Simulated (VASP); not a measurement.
# Al (Fd-3m) in VASP: further runs

The runs below take Al through single point, relaxation of cell and atoms, with PBE.

Everything below comes from runs of VASP 6.6.1. Logs are shortened: lines on timing, memory, paths and dates and some standing lists are left out, and cuts for length are marked.

## (1) The cell of the first run

The structure is cubic, space group Fd-3m (No. 227). Conventional cell: a = 5.076 Å, b = 5.076 Å, c = 5.076 Å, α = 90.00°, β = 90.00°, γ = 90.00°. Al (site symmetry -43m) has 4 Al at 2.20 Å within 2.9 Å.

## (2) Single point, PBE

File INCAR:

```
ALGO = Normal ; EDIFF = 1E-6
ENCUT = 520 ; GGA = PE
ISIF = 2 ; ISMEAR = -1
LASPH = T ; LCHARG = F
LREAL = F ; LWAVE = F
NBANDS = 10 ; NELM = 100
PREC = Accurate ; SIGMA = 0.1
```

File KPOINTS:

```
k-points
0
Gamma
  14 14 14
```

File POSCAR:

```
Al
1.0
    0.0000000000      2.5379162602      2.5379162602
    2.5379162602      0.0000000000      2.5379162602
    2.5379162602      2.5379162602      0.0000000000
Al
2
Direct
   -0.1250000000     -0.1250000000     -0.1250000000
    0.1250000000      0.1250000000      0.1250000000
```

Potentials or basis: VASP PAW PBE potentials, release 64 (Al).

Started as:

```sh
> cat potpaw_PBE.64/Al/POTCAR > POTCAR
> mpirun -np 1 vasp_std > vasp.out
```

OUTCAR:

```text
EDIFF = 1E-6
   ENCUT = 520
   GGA = PE
   ISIF = 2
   ISMEAR = -1
   LASPH = T
   LREAL = F
   NELM = 100
   PREC = Accurate

 ion  position               nearest neighbor table
   1  0.875  0.875  0.875-   2 2.20   2 2.20   2 2.20   2 2.20
   2  0.125  0.125  0.125-   1 2.20   1 2.20   1 2.20   1 2.20

  LATTYP: Found a face centered cubic cell.
 ALAT       =     5.0758325204

  Lattice vectors:

 A1 = (   0.0000000000,   2.5379162602,   2.5379162602)
 A2 = (   2.5379162602,   0.0000000000,   2.5379162602)
 A3 = (   2.5379162602,   2.5379162602,   0.0000000000)

Analysis of symmetry for initial positions (statically):
=====================================================================
 Subroutine PRICEL returns:
 Original cell was already a primitive cell.

 Routine SETGRP: Setting up the symmetry group for a
 face centered cubic supercell.

 Subroutine GETGRP returns: Found 48 space group operations
 (whereof 12 operations were pure point group operations)
 out of a pool of 48 trial point group operations.

The static configuration has the point symmetry D_3d.
 The point group associated with its full space group is O_h .

Analysis of symmetry for dynamics (positions and initial velocities):
=====================================================================
 Subroutine PRICEL returns:
 Original cell was already a primitive cell.

 Routine SETGRP: Setting up the symmetry group for a
 face centered cubic supercell.

 Subroutine GETGRP returns: Found 48 space group operations
 (whereof 12 operations were pure point group operations)
 out of a pool of 48 trial point group operations.

The dynamic configuration has the point symmetry D_3d.
 The point group associated with its full space group is O_h .

 Subroutine INISYM returns: Found 48 space group operations
 (whereof 12 operations are pure point group operations),
 and found     1 'primitive' translations

----------------------------------------------------------------------------------------

                                     Primitive cell

  volume of cell :      32.6935

  direct lattice vectors                    reciprocal lattice vectors
     0.000000000  2.537916260  2.537916260    -0.197012016  0.197012016  0.197012016
     2.537916260  0.000000000  2.537916260     0.197012016 -0.197012016  0.197012016
     2.537916260  2.537916260  0.000000000     0.197012016  0.197012016 -0.197012016

[... 82 lines left out ...]
   NELM   =    100;   NELMIN=  2; NELMDL= -5     # of ELM steps
   EDIFF  = 0.1E-05   stopping-criterion for ELM
   LREAL  =      F    real-space projection
   EDIFFG = 0.1E-04   stopping-criterion for IOM
   NSW    =      0    number of steps for IOM
   IBRION =     -1    ionic relax: 0-MD 1-quasi-New 2-CG
   NFREE  =      0    steps in history (QN), initial steepest desc. (CG)
   ISIF   =      2    stress and relaxation
   ISYM   =      2    0-nonsym 1-usesym 2-fastsym
   POTIM  = 0.5000    time-step for ionic-motion
   TEBEG  =    0.0;   TEEND  =   0.0 temperature during run
   PSTRESS=    0.0 pullay stress
   NELECT =       6.0000    total number of electrons
   NUPDOWN=      -1.0000    fix difference up-down
   EMIN   =  10.00;   EMAX   =-10.00  energy-range for DOS
   EFERMI =   0.00;   METHOD = LEGACY
   ISMEAR =    -1;   SIGMA  =   0.10  broadening in eV -4-tet -1-fermi 0-gaus
   EFERMI_NEDOS =   21; number of points for ismear=-14 and -15
   IALGO  =     38    algorithm
   IMIX   =      4    mixing-type and parameters
     AMIX     =   0.40;   BMIX     =  1.00
     AMIX_MAG =   1.60;   BMIX_MAG =  1.00
  volume/ion in A,a.u.               =      16.35       110.31
  Fermi-wavevector in a.u.,A,eV,Ry     =   0.930332  1.758073 11.776082  0.865518
  Thomas-Fermi vector in A             =   2.056709
   LORBIT       =      0    0 simple, 1 ext, 2 COOP (PROOUT), +10 PAW based schemes
   GGA     = PE    functional components
   LHFCALC =     F    Hartree Fock is set to
   AEXX    =    0.0000 exact exchange contribution
   IVDW    =     0    specifies the selected vdW correction
   LEPSILON=     F    determine dielectric tensor
   LRPA    =     F    only Hartree local field effects (RPA)
 non-spin polarized calculation
  energy-cutoff  :      520.00
  volume of cell :       32.69
 maximum number of plane-waves:       903
   NGX = 13   NGY = 13   NGZ = 13

 number of electron       6.0000000 magnetization

 Free energy of the ion-electron system (eV)
  ---------------------------------------------------
  ext. energy  EPLUGINS =         0.00000000
  ---------------------------------------------------
  free energy    TOTEN  =        -3.50216348 eV

  energy without entropy =       -3.46945735  energy(sigma->0) =       -3.48581041

 E-fermi :   7.1241     XC(G=0): -10.0092

 val. band max:        7.1209611364   @ k =  -0.2857   0.3571   0.0714
 cond. band min:       7.1608341162   @ k =   0.5000   0.2857   0.0000
 fundamental gap:      0.0398729798
 Fermi energy:         7.1240978438

 k-point     1 :       0.0000    0.0000    0.0000
  band No.  band energies     occupation
      1      -3.4558      2.00000
      2      10.3884      0.00000
      3      10.3884      0.00000
      4      10.3884      0.00000
      5      12.1436      0.00000
      6      12.1436      0.00000
      7      12.1436      0.00000
      8      16.1927      0.00000
      9      16.1927      0.00000
     10      18.0167      0.00000
[... 287 lines left out ...]
 k-point    24 :       0.2857    0.1429    0.0000
  band No.  band energies     occupation
      1      -2.2217      2.00000
      2       6.1340      1.99990
      3       8.2121      0.00004
      4       8.6785      0.00000
      5      11.2714      0.00000
      6      12.8511      0.00000
      7      14.7121      0.00000
      8      14.9274      0.00000
      9      17.3969      0.00000
     10      19.1773      0.00000

 [... further k-points ...]
[... 5 lines left out ...]
  --------------------------------------------------------------------------------------
  -------------------------------------------------------------------------------------
  Total       11.1258507     11.1258507     11.1258507      0.0000000      0.0000000      0.0000000
  in kB      545.2327716    545.2327716    545.2327716      0.0000000      0.0000000      0.0000000
  external PRESSURE =     545.2327716 kB  Pullay stress =       0.0000000 kB

 VOLUME and BASIS-vectors are now :
 -----------------------------------------------------------------------------
  energy-cutoff  :      520.00
  volume of cell :       32.69
      direct lattice vectors                 reciprocal lattice vectors
     0.000000000  2.537916260  2.537916260    -0.197012016  0.197012016  0.197012016
     2.537916260  0.000000000  2.537916260     0.197012016 -0.197012016  0.197012016
     2.537916260  2.537916260  0.000000000     0.197012016  0.197012016 -0.197012016

 POSITION                                       TOTAL-FORCE (eV/Angst)
 -----------------------------------------------------------------------------------
      4.44135      4.44135      4.44135        -0.000000     -0.000000      0.000000
      0.63448      0.63448      0.63448         0.000000      0.000000     -0.000000
 -----------------------------------------------------------------------------------
    total drift:                               -0.000000     -0.000000     -0.000000

  FREE ENERGIE OF THE ION-ELECTRON SYSTEM (eV)
  ---------------------------------------------------
  free  energy   TOTEN  =        -3.5021634787 eV

  energy  without entropy=       -3.4694573500  energy(sigma->0) =       -3.48581041
```

Wall time 18 s (1 thread of Intel Xeon 6975P-C, shared host); peak memory 0.16 GiB.

Results:

```
Free energy            : -3.5022 eV
Pressure               : 54.5 GPa
Band gap on the k mesh : zero (band 3 reaches 10.39 eV, above the bottom of band 4 at 4.52 eV)
```

## (3) Relaxation of cell and atoms, PBE, target pressure 54 GPa, at which the enthalpy is minimised

This run uses another cell than the first one, of 13.24 Å³/atom, 0.810 times its volume.

File INCAR:

```
SYSTEM = Al
  ALGO = Normal
  EDIFF = 1E-6
  EDIFFG = -0.005
  ENCUT = 600
  GGA = PE
  IBRION = 2
  ISIF = 3
  ISMEAR = -1
  LASPH = .True.
  LCHARG = .False.
  LREAL = .False.
  LWAVE = .False.
  NELM = 60
  NSW = 60
  PREC = Accurate
  PSTRESS = 540.0
  SIGMA = 0.1
```

File KPOINTS:

```
k-points
0
Gamma
  14 14 14
  0 0 0
```

File POSCAR:

```
Al
1.0
    0.0000000000      2.3659491018      2.3659491018
    2.3659491018      0.0000000000      2.3659491018
    2.3659491018      2.3659491018      0.0000000000
Al
2
Direct
   -0.1250000000     -0.1250000000     -0.1250000000
    0.1250000000      0.1250000000      0.1250000000
```

Potentials or basis: VASP PAW PBE potentials, release 64 (Al).

Started as:

```sh
> cat potpaw_PBE.64/Al/POTCAR > POTCAR
> mpirun -np 1 vasp_std > vasp.out
```

It took 78 s on 1 thread of Intel Xeon Platinum 8559C (Emerald Rapids), shared host; peak memory 0.16 GiB.

The run converged. Its results:

```
Free energy                                            : -3.5295 eV
Relaxed volume                                         : 16.39 Å³/atom
Relaxed cell                                           : a = 3.592 Å, b = 3.592 Å, c = 3.592 Å, α = 60.00°, β = 60.00°, γ = 60.00°
Space group after relaxing (to 0.05 Å)                 : Fd-3m (No. 227)
Energy change on relaxing (the enthalpy is what falls) : -1552.0 meV/atom
Ionic steps                                            : 19
Pressure after relaxing                                : 54.0 GPa
Band gap on the k mesh                                 : zero (band 3 reaches 10.36 eV, above the bottom of band 4 at 4.50 eV)
```

Step by step:
```tsv
step	energy change (eV)	largest force (eV/Å)	pressure (GPa)	volume (Å³)
1	0.0000	0.0000	111.36	26.49
2	-5.5000	0.0000	5.61	49.14
3	-3.3986	0.0000	48.63	33.70
4	-3.1368	0.0000	53.42	32.87
5	-3.0908	0.0000	54.26	32.74
6	-3.0910	0.0000	54.26	32.74
7	-3.0916	0.0000	54.25	32.74
8	-3.0916	0.0000	54.25	32.74
9	-3.0916	0.0000	54.25	32.74
10	-3.0917	0.0000	54.25	32.74
11	-3.0917	0.0000	54.25	32.74
12	-3.0917	0.0000	54.25	32.74
13	-3.0918	0.0000	54.24	32.74
14	-3.0920	0.0000	54.24	32.74
15	-3.0924	0.0000	54.23	32.74
16	-3.0932	0.0000	54.22	32.74
17	-3.0947	0.0000	54.19	32.75
18	-3.0979	0.0000	54.14	32.76
19	-3.1041	0.0000	54.03	32.77
```

Final structure:
```cif
data_structure
_symmetry_space_group_name_H-M 'P 1'
_symmetry_Int_Tables_number 1
_cell_length_a 3.5921
_cell_length_b 3.5921
_cell_length_c 3.5921
_cell_angle_alpha 60.000
_cell_angle_beta 60.000
_cell_angle_gamma 60.000
_cell_volume 32.77
loop_
_atom_site_label
_atom_site_type_symbol
_atom_site_fract_x
_atom_site_fract_y
_atom_site_fract_z
_atom_site_occupancy
Al1 Al 0.87500 0.87500 0.87500 1
Al2 Al 0.12500 0.12500 0.12500 1
```

Levels at points of the mesh, in eV from the Fermi level:
| k point | band 1 | band 2 | band 3 | band 4 | band 5 | band 6 |
| --- | --- | --- | --- | --- | --- | --- |
| (0.00, 0.00, 0.00) | -10.56 | 3.26 | 3.26 | 3.26 | 5.01 | 5.01 |
| (0.50, 0.00, 0.00) | -7.13 | -5.62 | 1.91 | 1.91 | 4.77 | 4.77 |
| (0.50, 0.50, 0.00) | -5.23 | -5.23 | -0.59 | -0.59 | 1.89 | 1.89 |

Caveat: the cell is relaxed towards a set pressure, so the enthalpy falls and the energy may rise; the volume moved by over 15 % at a fixed basis, so the end points are rough.

## (4) Relaxation of cell and atoms, PBE, target pressure 54 GPa, at which the enthalpy is minimised

File INCAR:

```
SYSTEM = Al
  PREC = Accurate
  ENCUT = 600
  EDIFF = 1E-6
  ISMEAR = -1
  SIGMA = 0.1
  LREAL = .False.
  LASPH = .True.
  NELM = 100
  ALGO = Normal
  ISIF = 3
  LWAVE = .False.
  LCHARG = .False.
  GGA = PE
  IBRION = 2
  NSW = 32
  EDIFFG = -0.005
  PSTRESS = 540.0
```

File KPOINTS:

```
regular mesh
0
Gamma
  14 14 14
  0 0 0
```

File POSCAR:

```
Al
1.0
    0.0000000000      2.5393673807      2.5393673807
    2.5393673807      0.0000000000      2.5393673807
    2.5393673807      2.5393673807      0.0000000000
Al
2
Direct
   -0.1250000000     -0.1250000000     -0.1250000000
    0.1250000000      0.1250000000      0.1250000000
```

Started as:

```sh
> cat potpaw_PBE.64/Al/POTCAR > POTCAR
> mpirun -np 1 vasp_std > vasp.out
```

Wall time 36 s (1 thread of Intel Xeon Platinum 8559C (Emerald Rapids), shared host); peak memory 0.17 GiB.

It converged, with:

```yaml
Free_energy: -3.5311 eV
Relaxed_volume: 16.39 Å³/atom
Relaxed_cell: a = 3.592 Å, b = 3.592 Å, c = 3.592 Å, α = 60.00°, β = 60.00°, γ = 60.00°
Space_group_after_relaxing_to_0.05_Å: Fd-3m (No. 227)
Energy_change_on_relaxing_the_enthalpy_is_what_falls: -4.8 meV/atom
Ionic_steps: 3
Pressure_after_relaxing: 54.0 GPa
Band_gap_on_the_k_mesh: zero (band 3 reaches 10.35 eV, above the bottom of band 4 at 4.50 eV)
```

The path:
```csv
step,energy change (eV),largest force (eV/Å),pressure (GPa),volume (Å³)
1,0.0000,0.0000,54.18,32.75
2,-0.0286,0.0000,53.65,32.83
3,-0.0096,0.0000,54.00,32.78
```

Final structure:
```
Al
1.0
     0.00000    2.54010    2.54010
     2.54010    0.00000    2.54010
     2.54010    2.54010    0.00000
Al
2
Cartesian
  4.4452 4.4452 4.4452
  0.6350 0.6350 0.6350
```

Levels at points of the mesh, in eV from the Fermi level:
```
           k point  band 1  band 2  band 3  band 4  band 5  band 6
(0.00, 0.00, 0.00)  -10.56    3.26    3.26    3.26    5.01    5.01
(0.50, 0.00, 0.00)   -7.13   -5.62    1.91    1.91    4.77    4.77
(0.50, 0.50, 0.00)   -5.23   -5.23   -0.59   -0.59    1.89    1.89
```

Caveat: the cell is relaxed towards a set pressure, so the enthalpy falls and the energy may rise.

## (5) Overview

| task | cell | cutoff (eV) | gap on the mesh (eV) | pressure (GPa) |
| --- | --- | --- | --- | --- |
| single point | a = 3.589 Å, angles 60.0°, 2 atoms | 520 | none | 54.5 |
| relaxation of cell and atoms | relaxed to 54 GPa from a = 3.346 Å, angles 60.0°, 2 atoms | 600 | none | 54.0 |
| relaxation of cell and atoms | relaxed to 54 GPa from a = 3.591 Å, angles 60.0°, 2 atoms | 600 | none | 54.0 |

Alike in all rows: level PBE; potentials or basis VASP PAW PBE potentials, release 64 (Al); no spin polarisation; k mesh 14 × 14 × 14; smearing fermi-dirac 0.1 eV.

Caveats: the cell is relaxed towards a set pressure, so the enthalpy falls and the energy may rise (some runs); the volume moved by over 15 % at a fixed basis, so the end points are rough (some runs).

Absolute energies hang on the potentials; compare differences alone.
